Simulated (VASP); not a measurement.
# NaB (Fm-3m) in VASP: notebook

The runs below take NaB through single point, with PBE.

Everything below comes from runs of VASP 6.6.1. Logs are shortened: lines on timing, memory, paths and dates and some standing lists are left out, and cuts for length are marked.

## Step 1: The cell of the first run

It takes space group Fm-3m (No. 225, cubic). The conventional cell has a = 5.368 Å, b = 5.368 Å, c = 5.368 Å, α = 90.00°, β = 90.00°, γ = 90.00°. Na (site symmetry m-3m) has 6 B at 2.68 Å within 3.5 Å. Within 3.5 Å of B (site symmetry m-3m) lie 6 Na at 2.68 Å.

## Step 2: Single point, PBE

INCAR reads:

```
  PREC = Accurate
  ENCUT = 500
  EDIFF = 1E-6
  ISMEAR = 1
  SIGMA = 0.082
  LREAL = F
  LASPH = T
  NELM = 120
  ALGO = Normal
  ISIF = 2
  LWAVE = F
  LCHARG = F
  GGA = PE
  NBANDS = 12
  GGA_COMPAT = F
```

KPOINTS reads:

```
regular mesh
0
Gamma
  8 8 8
```

POSCAR reads:

```
NaB
1.0
    0.0000000000      2.6838690000      2.6838690000
    2.6838690000      0.0000000000      2.6838690000
    2.6838690000      2.6838690000      0.0000000000
Na B
1 1
Direct
    0.0000000000      0.0000000000      0.0000000000
    0.5000000000      0.5000000000      0.5000000000
```

Potentials or basis: VASP PAW PBE potentials, release 64 (Na_pv, B).

Started as:

```
cat potpaw_PBE.64/Na_pv/POTCAR potpaw_PBE.64/B/POTCAR > POTCAR
mpirun -np 1 vasp_std > vasp.out
```

OUTCAR:

```text
PREC = Accurate
   ENCUT = 500
   EDIFF = 1E-6
   ISMEAR = 1
   LREAL = F
   LASPH = T
   NELM = 120
   ISIF = 2
   GGA = PE

 ion  position               nearest neighbor table
   1  0.000  0.000  0.000-
   2  0.500  0.500  0.500-

  LATTYP: Found a face centered cubic cell.
 ALAT       =     5.3677380000

  Lattice vectors:

 A1 = (   0.0000000000,   2.6838690000,   2.6838690000)
 A2 = (   2.6838690000,   0.0000000000,   2.6838690000)
 A3 = (   2.6838690000,   2.6838690000,   0.0000000000)

Analysis of symmetry for initial positions (statically):
=====================================================================
 Subroutine PRICEL returns:
 Original cell was already a primitive cell.

 Routine SETGRP: Setting up the symmetry group for a
 face centered cubic supercell.

 Subroutine GETGRP returns: Found 48 space group operations
 (whereof 48 operations were pure point group operations)
 out of a pool of 48 trial point group operations.

The static configuration has the point symmetry O_h .

Analysis of symmetry for dynamics (positions and initial velocities):
=====================================================================
 Subroutine PRICEL returns:
 Original cell was already a primitive cell.

 Routine SETGRP: Setting up the symmetry group for a
 face centered cubic supercell.

 Subroutine GETGRP returns: Found 48 space group operations
 (whereof 48 operations were pure point group operations)
 out of a pool of 48 trial point group operations.

The dynamic configuration has the point symmetry O_h .

 Subroutine INISYM returns: Found 48 space group operations
 (whereof 48 operations are pure point group operations),
 and found     1 'primitive' translations

----------------------------------------------------------------------------------------

                                     Primitive cell

  volume of cell :      38.6646

  direct lattice vectors                    reciprocal lattice vectors
     0.000000000  2.683869000  2.683869000    -0.186298214  0.186298214  0.186298214
     2.683869000  0.000000000  2.683869000     0.186298214 -0.186298214  0.186298214
     2.683869000  2.683869000  0.000000000     0.186298214  0.186298214 -0.186298214

  length of vectors
     3.795563939  3.795563939  3.795563939     0.322677971  0.322677971  0.322677971

  position of ions in fractional coordinates (direct lattice)
     0.000000000  0.000000000  0.000000000
[... 81 lines left out ...]
   NSW    =      0    number of steps for IOM
   IBRION =     -1    ionic relax: 0-MD 1-quasi-New 2-CG
   NFREE  =      0    steps in history (QN), initial steepest desc. (CG)
   ISIF   =      2    stress and relaxation
   ISYM   =      2    0-nonsym 1-usesym 2-fastsym
   POTIM  = 0.5000    time-step for ionic-motion
   TEBEG  =    0.0;   TEEND  =   0.0 temperature during run
   PSTRESS=    0.0 pullay stress
   NELECT =      10.0000    total number of electrons
   NUPDOWN=      -1.0000    fix difference up-down
   EMIN   =  10.00;   EMAX   =-10.00  energy-range for DOS
   EFERMI =   0.00;   METHOD = LEGACY
   ISMEAR =     1;   SIGMA  =   0.08  broadening in eV -4-tet -1-fermi 0-gaus
   EFERMI_NEDOS =   21; number of points for ismear=-14 and -15
   IALGO  =     38    algorithm
   IMIX   =      4    mixing-type and parameters
     AMIX     =   0.40;   BMIX     =  1.00
     AMIX_MAG =   1.60;   BMIX_MAG =  1.00
  volume/ion in A,a.u.               =      19.33       130.46
  Fermi-wavevector in a.u.,A,eV,Ry     =   1.043046  1.971071 14.802394  1.087945
  Thomas-Fermi vector in A             =   2.177738
   LORBIT       =      0    0 simple, 1 ext, 2 COOP (PROOUT), +10 PAW based schemes
   GGA     = PE    functional components
   LHFCALC =     F    Hartree Fock is set to
   AEXX    =    0.0000 exact exchange contribution
   IVDW    =     0    specifies the selected vdW correction
   LEPSILON=     F    determine dielectric tensor
   LRPA    =     F    only Hartree local field effects (RPA)
 non-spin polarized calculation
 Methfessel and Paxton  Order N= 1 SIGMA  =   0.08
  energy-cutoff  :      500.00
  volume of cell :       38.66
 maximum number of plane-waves:       995
   NGX = 13   NGY = 13   NGZ = 13

 number of electron      10.0000000 magnetization

 number of electron       9.9999996 magnetization

 Free energy of the ion-electron system (eV)
  ---------------------------------------------------
  ext. energy  EPLUGINS =         0.00000000
  ---------------------------------------------------
  free energy    TOTEN  =        -4.30960440 eV

  energy without entropy =       -4.31036262  energy(sigma->0) =       -4.30985714

 E-fermi :   0.7037     XC(G=0):  -8.3220

 val. band max:        0.6412809618   @ k =  -0.3750   0.3750   0.1250
 cond. band min:       0.7630140806   @ k =   0.3750   0.2500   0.1250
 fundamental gap:      0.1217331188
 Fermi energy:         0.7036725166

 k-point     1 :       0.0000    0.0000    0.0000
  band No.  band energies     occupation
      1     -22.2728      2.00000
      2     -22.2728      2.00000
      3     -22.2728      2.00000
      4      -6.4119      2.00000
      5       3.1215      0.00000
      6       3.1215      0.00000
      7       3.1215      0.00000
      8       8.1723      0.00000
      9      10.9923      0.00000
     10      10.9923      0.00000
     11      10.9923      0.00000
     12      13.2368      0.00000
[... 331 lines left out ...]
 k-point    24 :      -0.3750    0.2500    0.1250
  band No.  band energies     occupation
      1     -22.3078      2.00000
      2     -22.2876      2.00000
      3     -22.2806      2.00000
      4      -4.2550      2.00000
      5      -0.6822      2.00000
      6       1.2575     -0.00000
      7       2.1174     -0.00000
      8       8.9280      0.00000
      9       9.5713      0.00000
     10      11.1008      0.00000
     11      12.2274      0.00000
     12      15.1601      0.00000

 [... further k-points ...]
[... 5 lines left out ...]
  --------------------------------------------------------------------------------------
  -------------------------------------------------------------------------------------
  Total        0.0073802      0.0073802      0.0073802      0.0000000      0.0000000     -0.0000000
  in kB        0.3058190      0.3058190      0.3058190      0.0000000      0.0000000     -0.0000000
  external PRESSURE =       0.3058190 kB  Pullay stress =       0.0000000 kB

 VOLUME and BASIS-vectors are now :
 -----------------------------------------------------------------------------
  energy-cutoff  :      500.00
  volume of cell :       38.66
      direct lattice vectors                 reciprocal lattice vectors
     0.000000000  2.683869000  2.683869000    -0.186298214  0.186298214  0.186298214
     2.683869000  0.000000000  2.683869000     0.186298214 -0.186298214  0.186298214
     2.683869000  2.683869000  0.000000000     0.186298214  0.186298214 -0.186298214

 POSITION                                       TOTAL-FORCE (eV/Angst)
 -----------------------------------------------------------------------------------
      0.00000      0.00000      0.00000         0.000000      0.000000      0.000000
      2.68387      2.68387      2.68387         0.000000      0.000000     -0.000000
 -----------------------------------------------------------------------------------
    total drift:                               -0.000000      0.000000      0.000000

  FREE ENERGIE OF THE ION-ELECTRON SYSTEM (eV)
  ---------------------------------------------------
  free  energy   TOTEN  =        -4.3096044024 eV

  energy  without entropy=       -4.3103626150  energy(sigma->0) =       -4.30985714
```

stdout:

```text
POSCAR found type information on POSCAR NaB
 POSCAR found :  2 types and       2 ions
 scaLAPACK will be used
 LDA part: xc-table for (Slater+PW92), standard interpolation
 POSCAR, INCAR and KPOINTS ok, starting setup
 FFT: planning ... GRIDC
 FFT: planning ... GRID_SOFT
 FFT: planning ... GRID
 WAVECAR not read
 entering main loop
```

It took 18 s on 1 thread of Intel Xeon 8259CL, shared host; peak memory 0.15 GiB.

What came out:

```yaml
Free_energy: -4.3096 eV
Pressure: 0.0 GPa
Band_gap_on_the_k_mesh: zero (band 5 reaches 3.12 eV, above the bottom of band 6 at 0.23 eV)
```

## Step 3: Single point, PBE

INCAR reads:

```
SYSTEM = NaB
  PREC = Accurate
  ENCUT = 500
  EDIFF = 1E-6
  ISMEAR = -5
  SIGMA = 0.1
  LREAL = .FALSE.
  LASPH = .TRUE.
  NELM = 120
  ALGO = Normal
  ISIF = 2
  LWAVE = .FALSE.
  LCHARG = .FALSE.
  GGA = PE
  NBANDS = 12
  GGA_COMPAT = .FALSE.
```

KPOINTS reads:

```
regular mesh
0
G
  8 8 8
  0 0 0
```

POSCAR is that of step 2.

Potentials or basis: VASP PAW PBE potentials, release 64 (Na_pv, B).

Started as:

```
cat potpaw_PBE.64/Na_pv/POTCAR potpaw_PBE.64/B/POTCAR > POTCAR
mpirun -np 1 vasp_std > vasp.out
```

It took 20 s on 1 thread of Intel Xeon 8259CL, shared host; peak memory 0.15 GiB.

It converged, with:

- Free energy: -4.3130 eV
- Pressure: 0.2 GPa
- Band gap on the k mesh: zero (band 5 reaches 3.13 eV, above the bottom of band 6 at 0.23 eV)

Levels at points of the mesh, in eV from the Fermi level:
```csv
k point,band 1,band 2,band 3,band 4,band 5,band 6,band 7,band 8,band 9,band 10
"(0.00, 0.00, 0.00)",-23.07,-23.07,-23.07,-7.20,2.34,2.34,2.34,7.38,10.20,10.20
"(0.50, 0.00, 0.00)",-23.12,-23.08,-23.08,-5.30,-1.97,1.73,1.73,6.99,10.32,10.32
"(0.50, 0.50, 0.00)",-23.11,-23.09,-23.09,-4.81,-1.47,0.95,0.95,6.02,6.85,11.47
```

Caveat: tetrahedron occupations give inexact forces and stress in metals.
